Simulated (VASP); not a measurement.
# TePt in VASP: a series of runs

Runs on TePt. Level: PBE. Tasks: single point.

All numbers are computed with VASP 6.6.1; they aren't measurements. Logs are shortened: lines on timing, memory, paths and dates and some standing lists are left out, and cuts for length are marked.

**1. The cell of the first run**

The cell holds a sheet with vacuum, 2 atoms: a = 3.963 Å, b = 3.963 Å, c = 16.000 Å, α = 90.00°, β = 90.00°, γ = 120.00°.

**2. Single point, PBE**

The input, INCAR:

```
SYSTEM = TePt
ALGO = Normal
DIPOL = 0.5 0.5 0.500
EDIFF = 1E-7
ENCUT = 520
GGA = PE
IDIPOL = 3
ISIF = 2
ISMEAR = 0
LASPH = .TRUE.
LCHARG = .FALSE.
LDIPOL = .TRUE.
LREAL = .FALSE.
LWAVE = .FALSE.
NBANDS = 15
NELM = 60
PREC = Accurate
SIGMA = 0.1
```

The input, KPOINTS:

```
k-points
0
G
  6 6 1
  0 0 0
```

The input, POSCAR:

```
TePt
1.0
    3.9631320000      0.0000000000      0.0000000000
   -1.9815660000      3.4321730000      0.0000000000
    0.0000000000      0.0000000000     16.0000000000
Te Pt
1 1
Direct
    0.6666666700      0.3333333300      0.5380927700
    0.0000000000      0.0000000000      0.4619072300
```

Potentials or basis: VASP PAW PBE potentials, release 64 (Te, Pt).

Run with:

```console
cat potpaw_PBE.64/Te/POTCAR potpaw_PBE.64/Pt/POTCAR > POTCAR
mpirun -np 1 vasp_std > vasp.out
```

OUTCAR:

```text
SYSTEM = TePt
   EDIFF = 1E-7
   ENCUT = 520
   GGA = PE
   ISIF = 2
   ISMEAR = 0
   LASPH = .TRUE.
   LREAL = .FALSE.
   NELM = 60
   PREC = Accurate

 ion  position               nearest neighbor table
   1  0.667  0.333  0.538-   2 2.59   2 2.59   2 2.59
   2  0.000  0.000  0.462-   1 2.59   1 2.59   1 2.59

  LATTYP: Found a hexagonal cell.
 ALAT       =     3.9631320000
 C/A-ratio  =     4.0372109735

  Lattice vectors:

 A1 = (   3.9631320000,   0.0000000000,   0.0000000000)
 A2 = (  -1.9815660000,   3.4321730000,   0.0000000000)
 A3 = (   0.0000000000,   0.0000000000,  16.0000000000)

Analysis of symmetry for initial positions (statically):
=====================================================================
 Subroutine PRICEL returns:
 Original cell was already a primitive cell.

 Routine SETGRP: Setting up the symmetry group for a
 hexagonal supercell.

 Subroutine GETGRP returns: Found  6 space group operations
 (whereof  6 operations were pure point group operations)
 out of a pool of 24 trial point group operations.

The static configuration has the point symmetry C_3v.

Analysis of symmetry for dynamics (positions and initial velocities):
=====================================================================
 Subroutine PRICEL returns:
 Original cell was already a primitive cell.

 Routine SETGRP: Setting up the symmetry group for a
 hexagonal supercell.

 Subroutine GETGRP returns: Found  6 space group operations
 (whereof  6 operations were pure point group operations)
 out of a pool of 24 trial point group operations.

The dynamic configuration has the point symmetry C_3v.

 Subroutine INISYM returns: Found  6 space group operations
 (whereof  6 operations are pure point group operations),
 and found     1 'primitive' translations

----------------------------------------------------------------------------------------

                                     Primitive cell

  volume of cell :     217.6345

  direct lattice vectors                    reciprocal lattice vectors
     3.963132000  0.000000000  0.000000000     0.252325686  0.145680302  0.000000000
    -1.981566000  3.432173000  0.000000000     0.000000000  0.291360604  0.000000000
     0.000000000  0.000000000 16.000000000     0.000000000  0.000000000  0.062500000

  length of vectors
     3.963132000  3.963132008 16.000000000     0.291360605  0.291360604  0.062500000

  position of ions in fractional coordinates (direct lattice)
     0.666666670  0.333333330  0.538092770
     0.000000000  0.000000000  0.461907230

  ion indices of the primitive-cell ions
   primitive index   ion index
[... 76 lines left out ...]
     AMIX_MAG =   1.60;   BMIX_MAG =  1.00
  volume/ion in A,a.u.               =     108.82       734.33
  Fermi-wavevector in a.u.,A,eV,Ry     =   0.685813  1.295998  6.399354  0.470339
  Thomas-Fermi vector in A             =   1.765862
   LORBIT       =      0    0 simple, 1 ext, 2 COOP (PROOUT), +10 PAW based schemes
   GGA     = PE    functional components
   LHFCALC =     F    Hartree Fock is set to
   AEXX    =    0.0000 exact exchange contribution
   IVDW    =     0    specifies the selected vdW correction
   LEPSILON=     F    determine dielectric tensor
   LRPA    =     F    only Hartree local field effects (RPA)
 non-spin polarized calculation
 Gauss-broadening in eV      SIGMA  =   0.10
  energy-cutoff  :      520.00
  volume of cell :      217.63
 maximum number of plane-waves:      5909
 NGX is ok and might be reduce to    30
   NGX = 15   NGY = 15   NGZ = 59

 dipolmoment           0.000000      0.000000      0.006220 electrons x Angstroem

 number of electron      16.0000002 magnetization

 dipolmoment           0.000000      0.000000     -0.037293 electrons x Angstroem

 Free energy of the ion-electron system (eV)
  ---------------------------------------------------
  ext. energy  EPLUGINS =         0.00000000
  ---------------------------------------------------
  free energy    TOTEN  =        -8.61153760 eV

  energy without entropy =       -8.59314251  energy(sigma->0) =       -8.60234006

 E-fermi :  -1.6701     XC(G=0):  -3.2527

 val. band max:       -1.9660318077   @ k =   0.3333   0.3333   0.0000
 cond. band min:      -1.6552409653   @ k =   0.3333   0.1667   0.0000
 fundamental gap:      0.3107908424
 Fermi energy:        -1.6701200982

 k-point     1 :       0.0000    0.0000    0.0000
  band No.  band energies     occupation
      1     -14.2253      2.00000
      2      -6.4639      2.00000
      3      -6.0909      2.00000
      4      -6.0909      2.00000
      5      -4.3639      2.00000
      6      -4.3639      2.00000
      7      -3.5160      2.00000
      8      -0.2005      0.00000
      9       0.1100      0.00000
     10       0.1100      0.00000
     11       2.1736      0.00000
     12       2.5484      0.00000
     13       3.2415      0.00000
     14       4.2958      0.00000
[... 95 lines left out ...]
      2      -6.7270      2.00000
      3      -6.6045      2.00000
      4      -5.2436      2.00000
      5      -4.7209      2.00000
      6      -4.1523      2.00000
      7      -4.0093      2.00000
      8      -2.5703      2.00000
      9      -1.9660      1.99997
     10       0.5375      0.00000
     11       2.6869      0.00000
     12       4.8714      0.00000
     13       5.1353      0.00000
     14       5.9083      0.00000
     15       6.2531      0.00000

------------------------ aborting loop because EDIFF is reached ----------------------------------------

 vacuum level on the upper side and lower side of the slab       (xc-potential included)        -0.251         0.226

  FORCE on cell =-STRESS in cart. coord.  units (eV):
  Direction    XX          YY          ZZ          XY          YZ          ZX
  --------------------------------------------------------------------------------------
  -------------------------------------------------------------------------------------
  Total       -0.6268890     -0.6268890     -1.3762183      0.0000000      0.0000000      0.0000000
  in kB       -4.6150193     -4.6150193    -10.1314175      0.0000000      0.0000000      0.0000000
  external PRESSURE =      -6.4538187 kB  Pullay stress =       0.0000000 kB

 VOLUME and BASIS-vectors are now :
 -----------------------------------------------------------------------------
  energy-cutoff  :      520.00
  volume of cell :      217.63
      direct lattice vectors                 reciprocal lattice vectors
     3.963132000  0.000000000  0.000000000     0.252325686  0.145680302  0.000000000
    -1.981566000  3.432173000  0.000000000     0.000000000  0.291360604  0.000000000
     0.000000000  0.000000000 16.000000000     0.000000000  0.000000000  0.062500000

 POSITION                                       TOTAL-FORCE (eV/Angst)
 -----------------------------------------------------------------------------------
      1.98157      1.14406      8.60948        -0.000000      0.000000     -1.117999
      0.00000      0.00000      7.39052         0.000000      0.000000      1.117999
 -----------------------------------------------------------------------------------
    total drift:                               -0.000005      0.000003      0.000175

  FREE ENERGIE OF THE ION-ELECTRON SYSTEM (eV)
  ---------------------------------------------------
  free  energy   TOTEN  =        -8.6115376020 eV

  energy  without entropy=       -8.5931425080  energy(sigma->0) =       -8.60234006

 vacuum level on the upper side and lower side of the slab         2.444         2.946
```

Wall time 64 s (1 thread of AMD EPYC 7R13, shared host); peak memory 0.28 GiB.

What came out:

```yaml
Free_energy: -8.6115 eV
Largest_force: 1.118 eV/Å
Band_gap_on_the_k_mesh: zero (bands 8 and 9 overlap by 1.77 eV)
```

Forces on the atoms (eV/Å):
```
Te   0.000  0.000 -1.118
Pt   0.000  0.000  1.118
```

Caveat: spin-orbit coupling is left out, which moves the levels of the heavy elements.

**3. Single point, PBE**

The input, INCAR:

```
ALGO = Normal
DIPOL = 0.5 0.5 0.500
EDIFF = 1E-7
ENCUT = 520
GGA = PE
IDIPOL = 3
ISIF = 2
ISMEAR = 0
LASPH = T
LCHARG = F
LDIPOL = T
LREAL = F
LWAVE = F
NBANDS = 15
NELM = 80
PREC = Accurate
SIGMA = 0.1
```

The input, KPOINTS:

```
k-points
0
Gamma
  6 6 1
```

POSCAR is that of step 2.

Potentials or basis: VASP PAW PBE potentials, release 64 (Te, Pt).

Run with:

```console
cat potpaw_PBE.64/Te/POTCAR potpaw_PBE.64/Pt/POTCAR > POTCAR
mpirun -np 1 vasp_std > vasp.out
```

It took 77 s on 1 thread of AMD EPYC 7R13, shared host; peak memory 0.28 GiB.

The run converged. Its results:

```yaml
Free_energy: -8.6115 eV
Largest_force: 1.118 eV/Å
Band_gap_on_the_k_mesh: zero (bands 8 and 9 overlap by 1.77 eV)
```

Forces on the atoms (eV/Å):
```
Te   0.000  0.000 -1.118
Pt   0.000  0.000  1.118
```

Levels at points of the mesh, in eV from the Fermi level:
| k point | band 4 | band 5 | band 6 | band 7 | band 8 | band 9 | band 10 | band 11 | band 12 | band 13 |
| --- | --- | --- | --- | --- | --- | --- | --- | --- | --- | --- |
| (0.00, 0.00, 0.00) | -4.42 | -2.69 | -2.69 | -1.85 | 1.47 | 1.78 | 1.78 | 3.84 | 4.22 | 4.91 |
| (0.50, 0.00, 0.00) | -3.75 | -2.44 | -2.35 | -2.27 | -1.37 | 0.34 | 1.65 | 4.74 | 5.46 | 6.52 |

Caveat: spin-orbit coupling is left out, which moves the levels of the heavy elements.

The gap in the log of VASP goes by the Fermi energy; the results here count the filled bands.